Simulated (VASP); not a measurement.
HfVF6, 8 atoms in the cell. It takes space group Fm-3m (No. 225, cubic). Conventional cell: a = 8.042 Å, b = 8.042 Å, c = 8.042 Å, α = 90.00°, β = 90.00°, γ = 90.00°. Within 2.6 Å of Hf (site symmetry m-3m) lie 6 F at 1.97 Å. V (site symmetry m-3m) has 6 F at 2.05 Å within 2.7 Å. F (site symmetry 4mm) has 1 Hf at 1.97 Å and 1 V at 2.05 Å within 2.6 Å. 

```yaml
Program: VASP 6.6.1
Task: single point
Functional: r2SCAN
Potentials_or_basis: VASP PAW PBE potentials, release 64 (Hf_pv, V_sv, F)
Cutoff: 520 eV
k_mesh: 4 × 4 × 4
Occupations: gaussian, width 0.05 eV
Spin: collinear spin, ferromagnetic start
Starting_moments: "[0.02, 2.54, 0.02, 0.02, 0.01, 0.01, 0.02, 0.02] μB"
Hubbard_terms: V d U = 4.0 eV
Dipole_correction: no
Further_INCAR_settings: ALGO = Normal; EDIFF = 1e-07; NBANDS = 46
```

Potentials or basis: VASP PAW PBE potentials, release 64 (Hf_pv, V_sv, F).

Launch:

```bash
$ cat potpaw_PBE.64/Hf_pv/POTCAR potpaw_PBE.64/V_sv/POTCAR potpaw_PBE.64/F/POTCAR > POTCAR
$ cp INCAR.step1 INCAR
$ mpirun -np 1 vasp_std > vasp.out
$ cp INCAR.step2 INCAR
$ mpirun -np 1 vasp_std > vasp.out
```

Hardware: 1 thread of Intel(R) Xeon(R) Platinum 8259CL CPU @ 2.50GHz (Skylake/Cascade Lake), on a shared host.

Estimate the wall time of this run.

Run time: 12 min on 1 thread of Intel(R) Xeon(R) Platinum 8259CL CPU @ 2.50GHz (Skylake/Cascade Lake) (shared host), peak memory 0.42 GiB. Counts: k points 13.
